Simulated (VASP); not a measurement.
Wanted: the native input for a VASP 6.6.1 run.

- Task: single point
- Functional: PBE
- Dispersion: D3(BJ)
- Potentials or basis: VASP PAW PBE potentials, release 64 (Cd, I)
- Cutoff: 500 eV
- k mesh: 9 × 9 × 4
- Occupations: gaussian, width 0.05 eV
- Spin: no spin polarisation
- Dipole correction: no
- Further INCAR settings: ALGO = Normal; EDIFF = 1e-06; NBANDS = 20

The structure of CdI2 lies in POSCAR:

```
CdI2
1.0
    4.2439992147      0.0000000000      0.0000000000
   -2.1219996073      3.6754111336      0.0000000000
    0.0000000000      0.0000000000      6.8590000000
Cd I
1 2
Direct
    0.0000000000      0.0000000000      0.0000000000
    0.3333333333      0.6666666667      0.2492000000
    0.6666666667      0.3333333333      0.7508000000
```

The input as run:

INCAR

```
SYSTEM = CdI2
PREC = Accurate
ENCUT = 500
EDIFF = 1E-6
ISMEAR = 0
SIGMA = 0.05
LREAL = .False.
LASPH = .True.
NELM = 120
ALGO = Normal
ISIF = 2
LWAVE = .False.
LCHARG = .True.
GGA = PE
IVDW = 12
LELF = .True.
LVHAR = .True.
NBANDS = 20
GGA_COMPAT = .False.
```

KPOINTS

```
Automatic mesh
0
Gamma
  9 9 4
  0 0 0
```

Potentials or basis: VASP PAW PBE potentials, release 64 (Cd, I).

Run with:

```sh
$ cat potpaw_PBE.64/Cd/POTCAR potpaw_PBE.64/I/POTCAR > POTCAR
$ mpirun -np 1 vasp_std > vasp.out
```

Results of the run:

The pressure is 0.4 GPa and the largest force is 0.144 eV/Å. The band gap on the k mesh is 2.40 eV (least direct gap 2.61 eV). The dispersion energy per atom is -0.333 eV.

Caveat: spin-orbit coupling is left out, which moves the levels of the heavy elements; an odd mesh through Γ misses points on the zone boundary, where band edges can lie.

Wall time 2 min on 1 thread of Intel Xeon 8259CL, with other jobs on the host, peak memory 0.28 GiB.
